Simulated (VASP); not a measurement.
Crystal: KMgF3.

```
CELL_PARAMETERS angstrom
3.98590 0.00000 0.00000
0.00000 3.98590 0.00000
0.00000 0.00000 3.98590
ATOMIC_POSITIONS crystal
K 0.50000 0.50000 0.50000
Mg 0.00000 0.00000 0.00000
F 0.00000 0.00000 0.50000
F 0.00000 0.50000 0.00000
F 0.50000 0.00000 0.00000
```

Base run:

| Quantity | Value |
| --- | --- |
| Program | VASP 6.6.1 |
| Functional | r2SCAN |
| Potentials or basis | VASP PAW PBE potentials, release 64 (K_sv, Mg, F) |
| Cutoff | 520 eV |
| k mesh | 7 × 7 × 7 |
| Occupations | fermi-dirac, width 0.05 eV |
| Spin | no spin polarisation |

Its results: band gap on the k mesh 8.28 eV (least direct gap 8.57 eV); pressure -0.9 GPa.

Question: After a change of settings the same cell gave: band gap on the k mesh 7.47 eV (least direct gap 7.76 eV); pressure 4.6 GPa. Which change was it?
A. functional from r2SCAN to BLYP
B. functional from r2SCAN to PBE; further incar settings from ALGO = Normal; EDIFF = 1e-06; NBANDS = 24 to ALGO = Normal; EDIFF = 1e-07; NBANDS = 24
C. functional from r2SCAN to RPBE

Answer: A.

Caveats: the PAW data sets were made with another functional, which shifts forces and pressure a little; an odd mesh through Γ misses points on the zone boundary, where band edges can lie; the cell stands under pressure (at least some runs).
